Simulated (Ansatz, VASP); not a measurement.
**Two plane-wave programs on Zr2AlN3**

File INCAR:

```
SYSTEM = Zr2AlN3
PREC = Accurate
ENCUT = 520
EDIFF = 1E-6
ISMEAR = 0
SIGMA = 0.1
LREAL = .False.
LASPH = .True.
NELM = 60
ALGO = Normal
ISIF = 2
LWAVE = .False.
LCHARG = .True.
GGA = PE
LELF = .True.
LVHAR = .True.
NBANDS = 30
```

The input KPOINTS:

```
Automatic mesh
0
Gamma
  4 4 4
  0 0 0
```

The input POSCAR:

```
Zr2AlN3
1.0
    4.0489452900      0.0000000000      0.0000000000
    0.0000000000      4.0489452900      0.0000000000
    0.0000000000      0.0000000000      5.8143015100
Zr Al N
2 1 3
Direct
    0.5000000000      0.0000000000      0.4032978600
    0.0000000000      0.5000000000      0.4032978600
    0.5000000000      0.5000000000      0.2270430800
    0.0000000000      0.0000000000      0.8805363100
    0.5000000000      0.5000000000      0.8997843900
    0.5000000000      0.5000000000      0.6147806300
```

Input for Ansatz:

```yaml
crystal:
  lattice:
    - [4.04894529, 0.0, 0.0]
    - [0.0, 4.04894529, 0.0]
    - [0.0, 0.0, 5.81430151]
  atoms:
    - { symbol: Zr, position: [0.5, 0.0, 0.40329786] }
    - { symbol: Zr, position: [0.0, 0.5, 0.40329786] }
    - { symbol: Al, position: [0.5, 0.5, 0.22704308] }
    - { symbol: "N", position: [0.0, 0.0, 0.88053631] }
    - { symbol: "N", position: [0.5, 0.5, 0.89978439] }
    - { symbol: "N", position: [0.5, 0.5, 0.61478063] }
basis:
  ecutwfc: 420
kpoints:
  mp_grid: { grid: [4, 4, 4] }
hamiltonian:
  xc: pbe
scf:
  occupations: { method: gaussian, width: 0.1 }
  lower_state_search: "off"
output:
  forces: true
  stress: true
  eigenvalues: true
```

Alike in both runs: task single point; functional PBE; k mesh 4 × 4 × 4; occupations gaussian, width 0.1 eV; no spin polarisation.

```csv
,VASP,Ansatz
version,VASP 6.6.1,Ansatz 0.2.0
potentials or method,"VASP PAW PBE potentials, release 64 (Zr_sv, Al, N), cutoff 520 eV","scalar-relativistic, plane waves, PAW"
valence electrons in the cell,42,42
```

```tsv
	VASP	Ansatz	Ansatz less VASP
gap on the k mesh at the Fermi level (eV)	none	none	-
pressure (GPa)	19.2	19.2	+0.01
traceless stress, the component that is largest in VASP (GPa)	-32.73	-32.73	+0.007
rms of the force components (eV/Å)	3.440	3.442	+0.0024
```

Atom by atom the forces differ by 0.002 eV/Å (rms over components). A gap of «none» marks a metal or a gap that the smearing closes.

The k mesh is coarse, so the values compare programs but aren't converged.
